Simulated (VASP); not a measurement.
# NaH (P6_3/mmc) in VASP: G0W0 quasiparticle levels with PBE

Aim: the G0W0 quasiparticle levels of NaH with PBE.

Program: VASP 6.6.1. These are calculated values, not measurements. Logs are shortened: lines on timing, memory, paths and dates and some standing lists are left out, and cuts for length are marked.

### 1 The cell of the first run

Symmetry: P6_3/mmc, No. 194, hexagonal system. The conventional cell has a = 3.319 Å, b = 3.319 Å, c = 5.831 Å, α = 90.00°, β = 90.00°, γ = 120.00°. Within 3.4 Å of Na (site symmetry -3m) lie 6 H at 2.41 Å and 8 Na at 2.92 to 3.32 Å. Within 3.5 Å of H (site symmetry -6m2) lie 6 Na at 2.41 Å and 12 H at 3.32 to 3.49 Å.

### 2 G0W0 quasiparticle levels, PBE

Contents of POSCAR:

```
NaH
1.0
    3.3191587684      0.0000000000      0.0000000000
   -1.6595793842      2.8744758126      0.0000000000
    0.0000000000      0.0000000000      5.8309537807
Na H
2 2
Direct
    0.0000000000      0.0000000000      0.0000000000
    0.0000000000      0.0000000000      0.5000000000
    0.3333333333      0.6666666667      0.2500000000
    0.6666666667      0.3333333333      0.7500000000
```

Contents of INCAR.step1:

```
  ALGO = Normal
  EDIFF = 1E-8
  ENCUT = 500
  GGA = PE
  ISMEAR = 0
  LASPH = T
  LCHARG = F
  LREAL = F
  LWAVE = T
  NELM = 100
  PREC = Accurate
  SIGMA = 0.01
```

Contents of INCAR.step2:

```
  ALGO = Exact
  EDIFF = 1E-8
  ENCUT = 500
  GGA = PE
  ISMEAR = 0
  ISTART = 1
  LASPH = T
  LCHARG = F
  LOPTICS = T
  LREAL = F
  LWAVE = T
  NBANDS = 219
  NELM = 1
  PREC = Accurate
  SIGMA = 0.01
```

Contents of INCAR.step3:

```
  ALGO = EVGW0
  EDIFF = 1E-8
  ENCUT = 500
  ENCUTGW = 140.0
  GGA = PE
  ISMEAR = 0
  ISTART = 1
  LASPH = T
  LCHARG = F
  LREAL = F
  LWAVE = F
  NBANDS = 219
  NBANDSGW = 18
  NELMGW = 1
  NOMEGA = 96
  OMEGAMAX = 20
  PREC = Accurate
  PRECFOCK = Fast
  SIGMA = 0.01
```

Contents of KPOINTS:

```
k-points
0
Gamma
  6 6 2
```

Potentials or basis: VASP PAW PBE potentials, release 64 (Na_sv_GW, H_GW).

Started as:

```sh
$ cat potpaw_PBE.64/Na_sv_GW/POTCAR potpaw_PBE.64/H_GW/POTCAR > POTCAR
$ cp INCAR.step1 INCAR
$ mpirun -np 1 vasp_std > vasp.out
$ cp INCAR.step2 INCAR
$ mpirun -np 1 vasp_std > vasp.out
$ cp INCAR.step3 INCAR
$ mpirun -np 1 vasp_std > vasp.out
```

OUTCAR:

```text
EDIFF = 1E-8
   ENCUT = 500
   ENCUTGW = 140.0
   GGA = PE
   ISMEAR = 0
   ISTART = 1
   LASPH = T
   LREAL = F
   NELMGW = 1
   PREC = Accurate
   PRECFOCK = Fast

 ion  position               nearest neighbor table
   1  0.000  0.000  0.000-
   2  0.000  0.000  0.500-
   3  0.333  0.667  0.250-
   4  0.667  0.333  0.750-

  LATTYP: Found a hexagonal cell.
 ALAT       =     3.3191587684
 C/A-ratio  =     1.7567565120

  Lattice vectors:

 A1 = (   3.3191587684,   0.0000000000,   0.0000000000)
 A2 = (  -1.6595793842,   2.8744758126,   0.0000000000)
 A3 = (   0.0000000000,   0.0000000000,   5.8309537807)

Analysis of symmetry for initial positions (statically):
=====================================================================
 Subroutine PRICEL returns:
 Original cell was already a primitive cell.

 Routine SETGRP: Setting up the symmetry group for a
 hexagonal supercell.

 Subroutine GETGRP returns: Found 24 space group operations
 (whereof 12 operations were pure point group operations)
 out of a pool of 24 trial point group operations.

The static configuration has the point symmetry D_3d.
 The point group associated with its full space group is D_6h.

Analysis of symmetry for dynamics (positions and initial velocities):
=====================================================================
 Subroutine PRICEL returns:
 Original cell was already a primitive cell.

 Routine SETGRP: Setting up the symmetry group for a
 hexagonal supercell.

 Subroutine GETGRP returns: Found 24 space group operations
 (whereof 12 operations were pure point group operations)
 out of a pool of 24 trial point group operations.

The dynamic configuration has the point symmetry D_3d.
 The point group associated with its full space group is D_6h.

 Subroutine INISYM returns: Found 24 space group operations
 (whereof 12 operations are pure point group operations),
 and found     1 'primitive' translations

----------------------------------------------------------------------------------------

                                     Primitive cell

  volume of cell :      55.6322

[... 52 lines left out ...]
  0.500000  0.000000  0.000000      3.000000
  0.166667  0.166667  0.000000      6.000000
  0.333333  0.166667  0.000000     12.000000
  0.333333  0.333333  0.000000      2.000000
  0.000000  0.000000  0.500000      1.000000
  0.166667  0.000000  0.500000      6.000000
  0.333333  0.000000  0.500000      6.000000
  0.500000  0.000000  0.500000      3.000000
  0.166667  0.166667  0.500000      6.000000
  0.333333  0.166667  0.500000     12.000000
  0.333333  0.333333  0.500000      2.000000
   k-points           NKPTS =     14   k-points in BZ     NKDIM =     72   number of bands    NBANDS=    219
   number of dos      NEDOS =    301   number of ions     NIONS =      4
   total plane-waves  NPLWV =  27648
   dimension x,y,z NGX =    24 NGY =   24 NGZ =   48
   dimension x,y,z NGXF=    48 NGYF=   48 NGZF=   96
   ions per type =               2   2
   NGX,Y,Z   is equivalent  to a cutoff of  12.02, 12.02, 13.69 a.u.
   NGXF,Y,Z  is equivalent  to a cutoff of  24.04, 24.04, 27.37 a.u.
 SYSTEM =  unknown system
   PREC   = accura    normal or accurate (medium, high low for compatibility)
   ISTART =      1    job   : 0-new  1-cont  2-samecut
   ICHARG =      0    charge: 1-file 2-atom 10-const
   ISPIN  =      1    spin polarized calculation?
   LNONCOLLINEAR =      F non collinear calculations
   LSORBIT =      F    spin-orbit coupling
   LASPH  =      T    aspherical Exc in radial PAW
   ENCUT  =  500.0 eV  36.75 Ry    6.06 a.u.   6.05  6.05 10.63*2*pi/ulx,y,z
   NELM   =     60;   NELMIN=  2; NELMDL=  0     # of ELM steps
   EDIFF  = 0.1E-07   stopping-criterion for ELM
   LREAL  =      F    real-space projection
   EDIFFG = 0.1E-06   stopping-criterion for IOM
   NSW    =      0    number of steps for IOM
   IBRION =     -1    ionic relax: 0-MD 1-quasi-New 2-CG
   NFREE  =      0    steps in history (QN), initial steepest desc. (CG)
   ISIF   =      0    stress and relaxation
   ISYM   =      3    0-nonsym 1-usesym 2-fastsym
   POTIM  = 0.5000    time-step for ionic-motion
   TEBEG  =    0.0;   TEEND  =   0.0 temperature during run
   PSTRESS=    0.0 pullay stress
   NELECT =      20.0000    total number of electrons
   NUPDOWN=      -1.0000    fix difference up-down
   EMIN   =  10.00;   EMAX   =-10.00  energy-range for DOS
   EFERMI =   0.00;   METHOD = LEGACY
   ISMEAR =     0;   SIGMA  =   0.01  broadening in eV -4-tet -1-fermi 0-gaus
   EFERMI_NEDOS =   21; number of points for ismear=-14 and -15
   IALGO  =     38    algorithm
   IMIX   =      4    mixing-type and parameters
     AMIX     =   0.40;   BMIX     =  1.00
     AMIX_MAG =   1.60;   BMIX_MAG =  1.00
  volume/ion in A,a.u.               =      13.91        93.86
  Fermi-wavevector in a.u.,A,eV,Ry     =   1.164062  2.199758 18.436439  1.355040
  Thomas-Fermi vector in A             =   2.300604
   LORBIT       =      0    0 simple, 1 ext, 2 COOP (PROOUT), +10 PAW based schemes
   GGA     = PE    functional components
   LHFCALC =     T    Hartree Fock is set to
   PRECFOCK=fast      Normal, Fast or Accurate (Low or Medium for compatibility)
   ENCUT4O =  -1.0   cutoff for four orbital integrals eV
   NKREDX  =     1    reduce k-point grid by
   NKREDY  =     1    reduce k-point grid by
   NKREDZ  =     1    reduce k-point grid by
   AEXX    =    1.0000 exact exchange contribution
   HFSCREEN=    0.0000 screening length (either q_TF or 0.3 A-1)
   HFSCREENC=   0.0000 screening length for correlation (either q_TF or 0.3 A-1)
   ENCUTFOCK=  -1.0 apply spherical cutoff to Coloumb kernel
   IVDW    =     0    specifies the selected vdW correction
   LEPSILON=     F    determine dielectric tensor
   LRPA    =     F    only Hartree local field effects (RPA)
   LRPAFORCE           =     F    calculate RPA forces
   ENCUTGW             = 140.0    cutoff for response function in eV
   ENCUTGWSOFT         = 112.0    soft cutoff for Coulomb kernel in GW response function in eV
   ENCUTLF             =  -1.0    cutoff for local field effects
   NELMGW              =     1    number of iterations in solving QP/BSE equation
   NELMHF              =     1    number of iterations in the inner HF iteration
   NKREDLFX            =     1    NKREDLFY  =   1   NKREDLFZ  =   1
 non-spin polarized calculation
 Gauss-broadening in eV      SIGMA  =   0.01
  energy-cutoff  :      500.00
  volume of cell :       55.63
 maximum number of plane-waves:      1430
  NGX = 14; NGY = 14; NGZ = 24
   NGX = 13   NGY = 13   NGZ = 21
 maximum number of plane-waves:       216
 NGX is ok and might be reduce to    14

 QP shifts <psi_nk| G(iteration)W_0 |psi_nk>: iteration 1
 for sc-GW calculations column KS-energies equals QP-energies in previous step
 and V_xc(KS)=  KS-energies - (<T + V_ion + V_H > + <T+V_H+V_ion>^1  + <V_x>^1)

 k-point   1 :       0.0000    0.0000    0.0000
  band No.  KS-energies  QP-energies   sigma(KS)   V_xc(KS)     V^pw_x(r,r')   Z            occupation Imag(sigma)

      1     -51.4643     -59.8192     -40.8112     -29.2566     -49.1213       0.7231       2.0000       0.2809
      2     -51.4486     -59.8817     -40.8386     -29.2818     -49.1488       0.7297       2.0000       0.2809
      3     -23.5211     -28.5028     -34.7899     -28.0360     -41.0477       0.7376       2.0000       0.0762
      4     -23.3633     -28.4129     -35.1391     -28.3728     -41.4166       0.7463       2.0000       0.0678
      5     -23.3633     -28.4129     -35.1391     -28.3728     -41.4166       0.7463       2.0000       0.0678
      6     -23.3448     -28.4008     -35.1765     -28.4150     -41.4577       0.7478       2.0000       0.0676
[... 283 lines left out ...]
      4     -23.4162     -28.4273     -34.9926     -28.2387     -41.2612       0.7419       2.0000       0.0702
      5     -23.4162     -28.4273     -34.9926     -28.2387     -41.2612       0.7419       2.0000       0.0702
      6     -23.4162     -28.4273     -34.9926     -28.2387     -41.2612       0.7419       2.0000       0.0702
[... 10 lines left out ...]
     17      11.3947      12.1036      -6.4862      -7.4126      -2.2919       0.7652       0.0000      -0.3716
     18      11.3947      12.1036      -6.4862      -7.4126      -2.2919       0.7652       0.0000      -0.3716
```

It took 6.5 min on 1 thread of Intel Xeon 6975P-C (Granite Rapids), shared host; peak memory 0.83 GiB.

Results:

```yaml
Quasiparticle_gap: 5.75 eV
Least_direct_quasiparticle_gap: 6.86 eV
Band_gap_of_the_starting_levels_on_the_mesh: 3.45 eV
Least_direct_gap_of_the_starting_levels_on_the_mesh: 4.57 eV
```

Caveat: the k points lie up to 0.54 Å⁻¹ apart; bands, screening cutoff and mesh are small and nothing is extrapolated, so the quasiparticle values aren't converged.
